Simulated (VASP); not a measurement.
A run of VASP 6.6.1 is set up as follows.

The input INCAR:

```
SYSTEM = BaTe
PREC = Accurate ; ENCUT = 520
EDIFF = 1E-6 ; ISMEAR = 0
SIGMA = 0.05 ; LREAL = .FALSE.
LASPH = .TRUE. ; NELM = 60
ALGO = Normal ; ISIF = 2
LWAVE = .FALSE. ; LCHARG = .FALSE.
GGA = PS ; NBANDS = 15
```

Contents of KPOINTS:

```
Automatic mesh
0
G
  6 6 6
  0 0 0
```

File POSCAR:

```
BaTe
1.0
    4.2624660000      0.0000000000      0.0000000000
    0.0000000000      4.2624660000      0.0000000000
    0.0000000000      0.0000000000      4.2624660000
Ba Te
1 1
Direct
    0.0000000000      0.0000000000      0.0000000000
    0.5000000000      0.5000000000      0.5000000000
```

Potentials or basis: VASP PAW PBE potentials, release 64 (Ba_sv, Te).

Launch:

```sh
$ cat potpaw_PBE.64/Ba_sv/POTCAR potpaw_PBE.64/Te/POTCAR > POTCAR
$ mpirun -np 1 vasp_std > vasp.out
```

**Question.** Estimate the pressure.

**Answer.** -1.7 GPa.

**Question.** Predict the band gap on the k mesh.

**Answer.** 0.71 eV (least direct gap 0.89 eV).

Caveat: the PAW data sets were made with another functional, which shifts forces and pressure a little; spin-orbit coupling is left out, which moves the levels of the heavy elements. A k mesh can miss the band edges.
